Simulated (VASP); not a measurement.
A run of VASP 6.6.1 is set up as follows.

The input INCAR:

```
SYSTEM = C
PREC = Accurate ; ENCUT = 600
EDIFF = 1E-7 ; ISMEAR = 0
SIGMA = 0.1 ; LREAL = .FALSE.
LASPH = .TRUE. ; NELM = 100
ALGO = Fast ; ISIF = 3
LWAVE = .FALSE. ; LCHARG = .FALSE.
IBRION = 2 ; NSW = 70
EDIFFG = -0.008 ; PSTRESS = 120.0
```

File KPOINTS:

```
Automatic mesh
0
G
  20 20 8
  0 0 0
```

Contents of POSCAR:

```
C
1.0
    1.1873402340     -2.0539947373      0.0000000000
    1.1873402340      2.0539947373      0.0000000000
    0.0000000000      0.0000000000      6.0478351017
C
4
Direct
    0.0832795821      0.9167204179      0.7500000000
    0.5832795821      0.4167204179      0.2500000000
    0.9167204179      0.0832795821      0.2500000000
    0.4167204179      0.5832795821      0.7500000000
```

Potentials or basis: VASP PAW LDA potentials, release 64 (C).

Command:

```console
$ cat potpaw_LDA.64/C/POTCAR > POTCAR
$ mpirun -np 1 vasp_std > vasp.out
```

Problem. Estimate the relaxed volume.

Solution. 7.34 Å³/atom.

Problem. Estimate the relaxed cell.

Solution. a = 2.424 Å, b = 2.424 Å, c = 5.758 Å, α = 90.00°, β = 90.00°, γ = 119.87°.

Problem. Estimate the space group after relaxing (to 0.1 Å).

Solution. Fmmm (No. 69).

Forces on the atoms (eV/Å):
```
C    0.000 -0.007  0.000
C    0.000 -0.007  0.000
C    0.000  0.007  0.000
C    0.000  0.007  0.000
```

Caveat: the cell is relaxed towards a set pressure, so the run minimises the enthalpy, not the energy.
